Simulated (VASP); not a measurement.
# Si4N in VASP: further runs, part 2 of 2

VASP 6.6.1. The steps go on from the part before.

**3. Single point, PBE**

This run uses another cell than the first one, of 15.09 Å³/atom, 1.008 times its volume.

Input file INCAR:

```
PREC = Accurate
ENCUT = 520
EDIFF = 1E-6
ISMEAR = 0
SIGMA = 0.1
LREAL = F
LASPH = T
NELM = 100
ALGO = Normal
ISIF = 2
LWAVE = F
LCHARG = F
GGA = PE
NBANDS = 18
```

Input file KPOINTS:

```
Automatic mesh
0
Gamma
  10 10 10
```

Input file POSCAR:

```
Si4N
1.0
    2.5705303387     -3.3606678089     -0.0158191627
    2.5705303387      3.3606678089     -0.0158191627
   -0.6855997749      0.0000000000      4.3724768966
Si N
4 1
Direct
    0.3664149253      0.3664149253      0.0849108593
    0.6927716852      0.1397298721      0.7634501417
    0.1397298721      0.6927716852      0.7634501417
    0.8029813492      0.8029813492      0.3467942981
    0.9955486387      0.9955486387      0.0391707578
```

Potentials or basis: VASP PAW PBE potentials, release 64 (Si, N).

Run with:

```console
$ cat potpaw_PBE.64/Si/POTCAR potpaw_PBE.64/N/POTCAR > POTCAR
$ mpirun -np 1 vasp_std > vasp.out
```

OUTCAR:

```text
PREC = Accurate
   ENCUT = 520
   EDIFF = 1E-6
   ISMEAR = 0
   LREAL = F
   LASPH = T
   NELM = 100
   ISIF = 2
   GGA = PE

 ion  position               nearest neighbor table
   1  0.366  0.366  0.085-   5 1.88   4 2.35   2 2.38   3 2.38   3 2.93   2 2.93
   2  0.693  0.140  0.763-   5 1.94   4 2.38   1 2.38   3 2.60   3 2.60   1 2.93   3 3.00   4 3.12

   3  0.140  0.693  0.763-   5 1.94   4 2.38   1 2.38   2 2.60   2 2.60   1 2.93   2 3.00   4 3.12

   4  0.803  0.803  0.347-   5 1.81   1 2.35   3 2.38   2 2.38   2 3.12   3 3.12
   5  0.996  0.996  0.039-   4 1.81   1 1.88   3 1.94   2 1.94

  LATTYP: Found a base centered monoclinic cell.
 ALAT       =     5.1411580283
 B/A-ratio  =     1.3073582996
 C/A-ratio  =     0.8608763155
 COS(beta)  =    -0.1609829680

  Lattice vectors:

 A1 = (   2.5705303387,  -3.3606678089,  -0.0158191627)
 A2 = (   2.5705303387,   3.3606678089,  -0.0158191627)
 A3 = (  -0.6855997749,   0.0000000000,   4.3724768966)

Analysis of symmetry for initial positions (statically):
=====================================================================
 Subroutine PRICEL returns:
 Original cell was already a primitive cell.

 Routine SETGRP: Setting up the symmetry group for a
 base centered monoclinic supercell.

 Subroutine GETGRP returns: Found  2 space group operations
 (whereof  2 operations were pure point group operations)
 out of a pool of  4 trial point group operations.

The static configuration has the point symmetry C_1h.

Analysis of symmetry for dynamics (positions and initial velocities):
=====================================================================
 Subroutine PRICEL returns:
 Original cell was already a primitive cell.

 Routine SETGRP: Setting up the symmetry group for a
 base centered monoclinic supercell.

 Subroutine GETGRP returns: Found  2 space group operations
 (whereof  2 operations were pure point group operations)
 out of a pool of  4 trial point group operations.

The dynamic configuration has the point symmetry C_1h.

 Subroutine INISYM returns: Found  2 space group operations
 (whereof  2 operations are pure point group operations),
 and found     1 'primitive' translations

----------------------------------------------------------------------------------------

                                     Primitive cell

  volume of cell :      75.4721

  direct lattice vectors                    reciprocal lattice vectors
     2.570530339 -3.360667809 -0.015819163     0.194700266 -0.148779953  0.030528797
     2.570530339  3.360667809 -0.015819163     0.194700266  0.148779953  0.030528797
    -0.685599775  0.000000000  4.372476897     0.001408810  0.000000000  0.228924224

  length of vectors
     4.231071329  4.231071329  4.425901181     0.246932532  0.246932532  0.228928559

  position of ions in fractional coordinates (direct lattice)
     0.366414925  0.366414925  0.084910859
     0.692771685  0.139729872  0.763450142
     0.139729872  0.692771685  0.763450142
     0.802981349  0.802981349  0.346794298
     0.995548639  0.995548639  0.039170758
[... 31 lines left out ...]
 ===========================================

 Found    282 irreducible k-points:

 Following reciprocal coordinates:
            Coordinates               Weight
  0.000000  0.000000  0.000000      1.000000
  0.100000 -0.000000  0.000000      4.000000
  0.200000 -0.000000  0.000000      4.000000
  0.300000 -0.000000  0.000000      4.000000
  0.400000 -0.000000  0.000000      4.000000
  0.500000 -0.000000  0.000000      2.000000
[... 16 lines left out ...]
  0.300000  0.300000  0.000000      2.000000
  0.400000  0.300000  0.000000      4.000000
 [... further k-points ...]
   k-points           NKPTS =    282   k-points in BZ     NKDIM =    282   number of bands    NBANDS=     18
   number of dos      NEDOS =    301   number of ions     NIONS =      5
   total plane-waves  NPLWV =  36864
   dimension x,y,z NGX =    32 NGY =   32 NGZ =   36
   dimension x,y,z NGXF=    64 NGYF=   64 NGZF=   72
   ions per type =               4   1
   NGX,Y,Z   is equivalent  to a cutoff of  12.57, 12.57, 13.52 a.u.
   NGXF,Y,Z  is equivalent  to a cutoff of  25.15, 25.15, 27.04 a.u.
 SYSTEM =  unknown system
   PREC   = accura    normal or accurate (medium, high low for compatibility)
   ISTART =      0    job   : 0-new  1-cont  2-samecut
   ICHARG =      2    charge: 1-file 2-atom 10-const
   ISPIN  =      1    spin polarized calculation?
   LNONCOLLINEAR =      F non collinear calculations
   LSORBIT =      F    spin-orbit coupling
   LASPH  =      T    aspherical Exc in radial PAW
   ENCUT  =  520.0 eV  38.22 Ry    6.18 a.u.   7.87  7.87  8.23*2*pi/ulx,y,z
   NELM   =    100;   NELMIN=  2; NELMDL= -5     # of ELM steps
   EDIFF  = 0.1E-05   stopping-criterion for ELM
   LREAL  =      F    real-space projection
   EDIFFG = 0.1E-04   stopping-criterion for IOM
   NSW    =      0    number of steps for IOM
   IBRION =     -1    ionic relax: 0-MD 1-quasi-New 2-CG
   NFREE  =      0    steps in history (QN), initial steepest desc. (CG)
   ISIF   =      2    stress and relaxation
   ISYM   =      2    0-nonsym 1-usesym 2-fastsym
   POTIM  = 0.5000    time-step for ionic-motion
   TEBEG  =    0.0;   TEEND  =   0.0 temperature during run
   PSTRESS=    0.0 pullay stress
   NELECT =      21.0000    total number of electrons
   NUPDOWN=      -1.0000    fix difference up-down
   EMIN   =  10.00;   EMAX   =-10.00  energy-range for DOS
   EFERMI =   0.00;   METHOD = LEGACY
   ISMEAR =     0;   SIGMA  =   0.10  broadening in eV -4-tet -1-fermi 0-gaus
   EFERMI_NEDOS =   21; number of points for ismear=-14 and -15
   IALGO  =     38    algorithm
   IMIX   =      4    mixing-type and parameters
     AMIX     =   0.40;   BMIX     =  1.00
     AMIX_MAG =   1.60;   BMIX_MAG =  1.00
  volume/ion in A,a.u.               =      15.09       101.86
  Fermi-wavevector in a.u.,A,eV,Ry     =   1.068774  2.019689 15.541624  1.142277
  Thomas-Fermi vector in A             =   2.204432
   LORBIT       =      0    0 simple, 1 ext, 2 COOP (PROOUT), +10 PAW based schemes
   GGA     = PE    functional components
   LHFCALC =     F    Hartree Fock is set to
   AEXX    =    0.0000 exact exchange contribution
   IVDW    =     0    specifies the selected vdW correction
   LEPSILON=     F    determine dielectric tensor
   LRPA    =     F    only Hartree local field effects (RPA)
 non-spin polarized calculation
 Gauss-broadening in eV      SIGMA  =   0.10
  energy-cutoff  :      520.00
  volume of cell :       75.47
 maximum number of plane-waves:      2051
   NGX = 15   NGY = 15   NGZ = 17

 number of electron      20.9999998 magnetization

 Free energy of the ion-electron system (eV)
  ---------------------------------------------------
  ext. energy  EPLUGINS =         0.00000000
  ---------------------------------------------------
  free energy    TOTEN  =       -29.17158166 eV

  energy without entropy =      -29.16149753  energy(sigma->0) =      -29.16653960

 E-fermi :   8.0929     XC(G=0): -10.3798

 val. band max:        8.0925062988   @ k =   0.5000   0.3000   0.3000
 cond. band min:       8.0942661522   @ k =  -0.3000   0.3000   0.1000
 fundamental gap:      0.0017598535
 Fermi energy:         8.0928864234

 k-point     1 :       0.0000    0.0000    0.0000
  band No.  band energies     occupation
      1      -9.8975      2.00000
      2      -2.7033      2.00000
      3      -0.8272      2.00000
      4       0.0792      2.00000
      5       0.6415      2.00000
      6       2.0801      2.00000
[... 481 lines left out ...]
      5       0.7126      2.00000
      6       2.2371      2.00000
[... 10 lines left out ...]
     17      13.5627      0.00000
     18      14.0533      0.00000

 [... further k-points ...]

------------------------ aborting loop because EDIFF is reached ----------------------------------------

  FORCE on cell =-STRESS in cart. coord.  units (eV):
  Direction    XX          YY          ZZ          XY          YZ          ZX
  --------------------------------------------------------------------------------------
  -------------------------------------------------------------------------------------
  Total       -0.0418391     -0.0050616     -0.0317648      0.0000000      0.0000000     -0.0068034
  in kB       -0.8881913     -0.1074505     -0.6743264      0.0000000      0.0000000     -0.1444271
  external PRESSURE =      -0.5566561 kB  Pullay stress =       0.0000000 kB

 VOLUME and BASIS-vectors are now :
 -----------------------------------------------------------------------------
  energy-cutoff  :      520.00
  volume of cell :       75.47
      direct lattice vectors                 reciprocal lattice vectors
     2.570530339 -3.360667809 -0.015819163     0.194700266 -0.148779953  0.030528797
     2.570530339  3.360667809 -0.015819163     0.194700266  0.148779953  0.030528797
    -0.685599775  0.000000000  4.372476897     0.001408810  0.000000000  0.228924224

 POSITION                                       TOTAL-FORCE (eV/Angst)
 -----------------------------------------------------------------------------------
      1.82555      0.00000      0.35968         0.007275      0.000000     -0.004367
      1.61655     -1.85859      3.32500        -0.000290     -0.001360      0.001382
      1.61655      1.85859      3.32500        -0.000290      0.001360      0.001382
      3.89041      0.00000      1.49095        -0.000608      0.000000      0.000104
      5.09132      0.00000      0.13978        -0.006085      0.000000      0.001500
 -----------------------------------------------------------------------------------
    total drift:                                0.000336     -0.000000     -0.000005

  FREE ENERGIE OF THE ION-ELECTRON SYSTEM (eV)
  ---------------------------------------------------
  free  energy   TOTEN  =       -29.1715816625 eV

  energy  without entropy=      -29.1614975285  energy(sigma->0) =      -29.16653960
```

OSZICAR:

```text
N       E                     dE             d eps       ncg     rms          rms(c)
DAV:   1     0.448678125274E+02    0.44868E+02   -0.82890E+03 10152   0.970E+02
DAV:   2    -0.269335241847E+02   -0.71801E+02   -0.69363E+02 13206   0.158E+02
DAV:   3    -0.308620194288E+02   -0.39285E+01   -0.38854E+01 13452   0.374E+01
DAV:   4    -0.309043176805E+02   -0.42298E-01   -0.42257E-01 13332   0.438E+00
DAV:   5    -0.309047747891E+02   -0.45711E-03   -0.45707E-03 13430   0.450E-01    0.104E+01
DAV:   6    -0.292030586507E+02    0.17017E+01   -0.65952E+00 13210   0.201E+01    0.536E+00
DAV:   7    -0.292006963967E+02    0.23623E-02   -0.11421E+00 10930   0.751E+00    0.300E+00
DAV:   8    -0.291855340995E+02    0.15162E-01   -0.29290E-01 13160   0.339E+00    0.811E-01
DAV:   9    -0.291704382980E+02    0.15096E-01   -0.78133E-02 13618   0.225E+00    0.215E-01
DAV:  10    -0.291715934216E+02   -0.11551E-02   -0.13286E-02 11286   0.717E-01    0.129E-01
DAV:  11    -0.291715769594E+02    0.16462E-04   -0.80010E-04 13098   0.186E-01    0.449E-02
DAV:  12    -0.291715811305E+02   -0.41710E-05   -0.37969E-05 12044   0.447E-02    0.144E-02
DAV:  13    -0.291715816625E+02   -0.53206E-06   -0.41319E-06 12666   0.144E-02
   1 F= -.29171582E+02 E0= -.29166540E+02  d E =-.100841E-01
```

Run time: 2.8 min. Hardware: 1 thread of AMD EPYC 9R45 (Zen 5), shared host; peak memory 0.38 GiB.

Results:

```
Free energy   : -29.1716 eV
Pressure      : -0.1 GPa
Largest force : 0.008 eV/Å
```

Forces in eV/Å, atoms in the order of the input:
```
Si   0.007  0.000 -0.004
Si   0.000 -0.001  0.001
Si   0.000  0.001  0.001
Si  -0.001  0.000  0.000
N   -0.006  0.000  0.002
```
